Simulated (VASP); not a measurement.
# MoS2 in VASP: further runs

The runs below take MoS2 through single point, with PBEsol.

Program: VASP 6.6.1. These are calculated values, not measurements. Logs are shortened: lines on timing, memory, paths and dates and some standing lists are left out, and cuts for length are marked.

### Step 1. The cell of the first run

The cell holds a slab with vacuum, 9 atoms: a = 3.141 Å, b = 3.141 Å, c = 28.014 Å, α = 90.00°, β = 90.00°, γ = 120.00°.

### Step 2. Single point, PBEsol

File INCAR:

```
SYSTEM = MoS2
ALGO = Normal
EDIFF = 1E-6
ENCUT = 520
GGA = PS
ISIF = 2
ISMEAR = 0
LASPH = .TRUE.
LCHARG = .FALSE.
LREAL = .FALSE.
LWAVE = .FALSE.
NBANDS = 49
NELM = 100
PREC = Accurate
SIGMA = 0.02
```

File KPOINTS:

```
k-points
0
G
  12 12 1
  0 0 0
```

File POSCAR:

```
MoS2
1.0
    3.1407285108      0.0000000000      0.0000000000
   -1.5703642554      2.7199506767      0.0000000000
    0.0000000000      0.0000000000     28.0139064959
Mo S
3 6
Direct
    0.6666666667      0.3333333333      0.0000000000
    0.3333333333      0.6666666667      0.7755311770
    0.3333333333      0.6666666667      0.2244688230
    0.3333333333      0.6666666667      0.0556609006
    0.6666666667      0.3333333333      0.8311968859
    0.6666666667      0.3333333333      0.2800842459
    0.3333333333      0.6666666667      0.9443390994
    0.6666666667      0.3333333333      0.7199157541
    0.6666666667      0.3333333333      0.1688031141
```

Potentials or basis: VASP PAW PBE potentials, release 64 (Mo_sv, S).

The run is started by

```sh
$ cat potpaw_PBE.64/Mo_sv/POTCAR potpaw_PBE.64/S/POTCAR > POTCAR
$ mpirun -np 1 vasp_std > vasp.out
```

OUTCAR:

```text
SYSTEM = MoS2
   EDIFF = 1E-6
   ENCUT = 520
   GGA = PS
   ISIF = 2
   ISMEAR = 0
   LASPH = .TRUE.
   LREAL = .FALSE.
   NELM = 100
   PREC = Accurate

 ion  position               nearest neighbor table
   1  0.667  0.333  0.000-   4 2.39   7 2.39   4 2.39   7 2.39   4 2.39   7 2.39
   2  0.333  0.667  0.776-   8 2.39   8 2.39   8 2.39   5 2.39   5 2.39   5 2.39
   3  0.333  0.667  0.224-   6 2.39   6 2.39   6 2.39   9 2.39   9 2.39   9 2.39
   4  0.333  0.667  0.056-   1 2.39   1 2.39   1 2.39
   5  0.667  0.333  0.831-   2 2.39   2 2.39   2 2.39
   6  0.667  0.333  0.280-   3 2.39   3 2.39   3 2.39
   7  0.333  0.667  0.944-   1 2.39   1 2.39   1 2.39
   8  0.667  0.333  0.720-   2 2.39   2 2.39   2 2.39
   9  0.667  0.333  0.169-   3 2.39   3 2.39   3 2.39

  LATTYP: Found a hexagonal cell.
 ALAT       =     3.1407285108
 C/A-ratio  =     8.9195568479

  Lattice vectors:

 A1 = (   3.1407285108,   0.0000000000,   0.0000000000)
 A2 = (  -1.5703642554,   2.7199506767,   0.0000000000)
 A3 = (   0.0000000000,   0.0000000000,  28.0139064959)

Analysis of symmetry for initial positions (statically):
=====================================================================
 Subroutine PRICEL returns:
 Original cell was already a primitive cell.

 Routine SETGRP: Setting up the symmetry group for a
 hexagonal supercell.

 Subroutine GETGRP returns: Found 12 space group operations
 (whereof 12 operations were pure point group operations)
 out of a pool of 24 trial point group operations.

The static configuration has the point symmetry D_3h.

Analysis of symmetry for dynamics (positions and initial velocities):
=====================================================================
 Subroutine PRICEL returns:
 Original cell was already a primitive cell.

 Routine SETGRP: Setting up the symmetry group for a
 hexagonal supercell.

 Subroutine GETGRP returns: Found 12 space group operations
 (whereof 12 operations were pure point group operations)
 out of a pool of 24 trial point group operations.

The dynamic configuration has the point symmetry D_3h.

 Subroutine INISYM returns: Found 12 space group operations
 (whereof 12 operations are pure point group operations),
 and found     1 'primitive' translations

----------------------------------------------------------------------------------------

                                     Primitive cell

[... 104 lines left out ...]
   ISIF   =      2    stress and relaxation
   ISYM   =      2    0-nonsym 1-usesym 2-fastsym
   POTIM  = 0.5000    time-step for ionic-motion
   TEBEG  =    0.0;   TEEND  =   0.0 temperature during run
   PSTRESS=    0.0 pullay stress
   NELECT =      78.0000    total number of electrons
   NUPDOWN=      -1.0000    fix difference up-down
   EMIN   =  10.00;   EMAX   =-10.00  energy-range for DOS
   EFERMI =   0.00;   METHOD = LEGACY
   ISMEAR =     0;   SIGMA  =   0.02  broadening in eV -4-tet -1-fermi 0-gaus
   EFERMI_NEDOS =   21; number of points for ismear=-14 and -15
   IALGO  =     38    algorithm
   IMIX   =      4    mixing-type and parameters
     AMIX     =   0.40;   BMIX     =  1.00
     AMIX_MAG =   1.60;   BMIX_MAG =  1.00
  volume/ion in A,a.u.               =      26.59       179.44
  Fermi-wavevector in a.u.,A,eV,Ry     =   1.126639  2.129038 17.270076  1.269315
  Thomas-Fermi vector in A             =   2.263321
   LORBIT       =      0    0 simple, 1 ext, 2 COOP (PROOUT), +10 PAW based schemes
   GGA     = PS    functional components
   LHFCALC =     F    Hartree Fock is set to
   AEXX    =    0.0000 exact exchange contribution
   IVDW    =     0    specifies the selected vdW correction
   LEPSILON=     F    determine dielectric tensor
   LRPA    =     F    only Hartree local field effects (RPA)
 non-spin polarized calculation
 Gauss-broadening in eV      SIGMA  =   0.02
  energy-cutoff  :      520.00
  volume of cell :      239.31
 maximum number of plane-waves:      6500
 NGX is ok and might be reduce to    24
   NGX = 11   NGY = 11   NGZ =105

 number of electron      78.0000001 magnetization

 Free energy of the ion-electron system (eV)
  ---------------------------------------------------
  ext. energy  EPLUGINS =         0.00000000
  ---------------------------------------------------
  free energy    TOTEN  =       -70.33103087 eV

  energy without entropy =      -70.33103087  energy(sigma->0) =      -70.33103087

 E-fermi :   3.2739     XC(G=0):  -7.6688

 val. band max:        3.0410507574   @ k =   0.0000   0.0000   0.0000
 cond. band min:       4.2457408992   @ k =   0.1667   0.1667   0.0000
 fundamental gap:      1.2046901418
 Fermi energy:         3.2738682042

 k-point     1 :       0.0000    0.0000    0.0000
  band No.  band energies     occupation
      1     -58.1351      2.00000
      2     -58.1336      2.00000
      3     -58.1336      2.00000
      4     -32.3470      2.00000
      5     -32.3456      2.00000
      6     -32.3456      2.00000
[... 977 lines left out ...]
     48       6.2680      0.00000
     49       7.6426      0.00000

------------------------ aborting loop because EDIFF is reached ----------------------------------------

  FORCE on cell =-STRESS in cart. coord.  units (eV):
  Direction    XX          YY          ZZ          XY          YZ          ZX
  --------------------------------------------------------------------------------------
  -------------------------------------------------------------------------------------
  Total        0.0338327      0.0338327     -0.0288458      0.0000000      0.0000000      0.0000000
  in kB        0.2265073      0.2265073     -0.1931202      0.0000000      0.0000000      0.0000000
  external PRESSURE =       0.0866315 kB  Pullay stress =       0.0000000 kB

 VOLUME and BASIS-vectors are now :
 -----------------------------------------------------------------------------
  energy-cutoff  :      520.00
  volume of cell :      239.31
      direct lattice vectors                 reciprocal lattice vectors
     3.140728511  0.000000000  0.000000000     0.318397466  0.183826863  0.000000000
    -1.570364255  2.719950677  0.000000000     0.000000000  0.367653726  0.000000000
     0.000000000  0.000000000 28.013906496     0.000000000  0.000000000  0.035696557

 POSITION                                       TOTAL-FORCE (eV/Angst)
 -----------------------------------------------------------------------------------
      1.57036      0.90665      0.00000        -0.000000     -0.000000      0.000000
     -0.00000      1.81330     21.72566        -0.000000      0.000000     -0.000763
     -0.00000      1.81330      6.28825         0.000000      0.000000      0.000763
     -0.00000      1.81330      1.55928         0.000000     -0.000000      0.001262
      1.57036      0.90665     23.28507         0.000000     -0.000000      0.002962
      1.57036      0.90665      7.84625         0.000000      0.000000      0.003500
     -0.00000      1.81330     26.45463         0.000000     -0.000000     -0.001262
      1.57036      0.90665     20.16765         0.000000      0.000000     -0.003500
      1.57036      0.90665      4.72883         0.000000     -0.000000     -0.002962
 -----------------------------------------------------------------------------------
    total drift:                                0.000000     -0.000000      0.000000

  FREE ENERGIE OF THE ION-ELECTRON SYSTEM (eV)
  ---------------------------------------------------
  free  energy   TOTEN  =       -70.3310308709 eV

  energy  without entropy=      -70.3310308709  energy(sigma->0) =      -70.33103087
```

OSZICAR:

```text
N       E                     dE             d eps       ncg     rms          rms(c)
DAV:   1     0.685896851186E+03    0.68590E+03   -0.42649E+04  2166   0.143E+03
DAV:   2    -0.279369898278E+02   -0.71383E+03   -0.69031E+03  2270   0.363E+02
DAV:   3    -0.729488389335E+02   -0.45012E+02   -0.43987E+02  2308   0.804E+01
[... 16 lines left out ...]
DAV:  20    -0.703310135667E+02   -0.30050E-04   -0.63211E-07  1444   0.257E-03    0.396E-03
DAV:  21    -0.703310241719E+02   -0.10605E-04   -0.22601E-07  1348   0.175E-03    0.277E-03
DAV:  22    -0.703310293427E+02   -0.51708E-05   -0.14774E-07  1332   0.113E-03    0.398E-04
DAV:  23    -0.703310305808E+02   -0.12380E-05   -0.30723E-08  1220   0.480E-04    0.322E-04
DAV:  24    -0.703310308709E+02   -0.29012E-06   -0.10540E-08  1132   0.267E-04
   1 F= -.70331031E+02 E0= -.70331031E+02  d E =-.110379E-62
```

stdout:

```text
POSCAR found type information on POSCAR MoS
 POSCAR found :  2 types and       9 ions
 scaLAPACK will be used
 -----------------------------------------------------------------------------
|                                                                             |
|                                                                             |
|     You enforced a specific xc type in the INCAR file but a different       |
|     I HOPE YOU KNOW WHAT YOU ARE DOING!                                     |
|                                                                             |
 -----------------------------------------------------------------------------

 LDA part: xc-table for (Slater+PW92), standard interpolation
 POSCAR, INCAR and KPOINTS ok, starting setup
 FFT: planning ... GRIDC
 FFT: planning ... GRID_SOFT
 FFT: planning ... GRID
 WAVECAR not read
 entering main loop
```

It took 4 min on 1 thread of Intel Xeon Platinum 8488C (Sapphire Rapids), shared host; peak memory 0.43 GiB.

Results:

| Quantity | Value |
| --- | --- |
| Free energy | -70.3310 eV |
| Largest force | 0.004 eV/Å |
| Band gap on the k mesh | 1.20 eV (least direct gap 1.77 eV) |

Forces on the atoms (eV/Å):
```
Mo   0.000  0.000  0.000
Mo   0.000  0.000 -0.001
Mo   0.000  0.000  0.001
S    0.000  0.000  0.001
S    0.000  0.000  0.003
S    0.000  0.000  0.004
S    0.000  0.000 -0.001
S    0.000  0.000 -0.004
S    0.000  0.000 -0.003
```

Caveat: there is no dipole correction, which matters where the two faces differ; the PAW data sets were made with another functional, which shifts forces and pressure a little.

### Step 3. Single point, PBEsol

File INCAR:

```
ALGO = Normal
EDIFF = 1E-7
ENCUT = 520
GGA = PS
ISIF = 2
ISMEAR = 0
LASPH = T
LCHARG = F
LREAL = F
LWAVE = F
NBANDS = 49
NELM = 100
PREC = Accurate
SIGMA = 0.05
```

File KPOINTS:

```
k-points
0
Gamma
  12 12 1
```

POSCAR is that of step 2.

Potentials or basis: VASP PAW PBE potentials, release 64 (Mo_sv, S).

The run is started by

```sh
$ cat potpaw_PBE.64/Mo_sv/POTCAR potpaw_PBE.64/S/POTCAR > POTCAR
$ mpirun -np 1 vasp_std > vasp.out
```

Run time: 4.5 min. Hardware: 1 thread of Intel Xeon Platinum 8488C (Sapphire Rapids), shared host; peak memory 0.42 GiB.

Results (log left out):

- Free energy: -70.3310 eV
- Largest force: 0.004 eV/Å
- Band gap on the k mesh: 1.20 eV (least direct gap 1.77 eV)

Forces in eV/Å, atoms in the order of the input:
```
Mo   0.000  0.000  0.000
Mo   0.000  0.000 -0.001
Mo   0.000  0.000  0.001
S    0.000  0.000  0.001
S    0.000  0.000  0.003
S    0.000  0.000  0.004
S    0.000  0.000 -0.001
S    0.000  0.000 -0.004
S    0.000  0.000 -0.003
```

Levels at points of the mesh, in eV from the valence-band top:
```
           k point  band 37  band 38  band 39  band 40  band 41  band 42
(0.00, 0.00, 0.00)    -0.82    -0.32     0.00     2.40     2.40     2.41
(0.50, 0.00, 0.00)    -1.19    -1.15    -1.13     1.92     1.93     1.94
```

Caveat: there is no dipole correction, which matters where the two faces differ; the PAW data sets were made with another functional, which shifts forces and pressure a little.
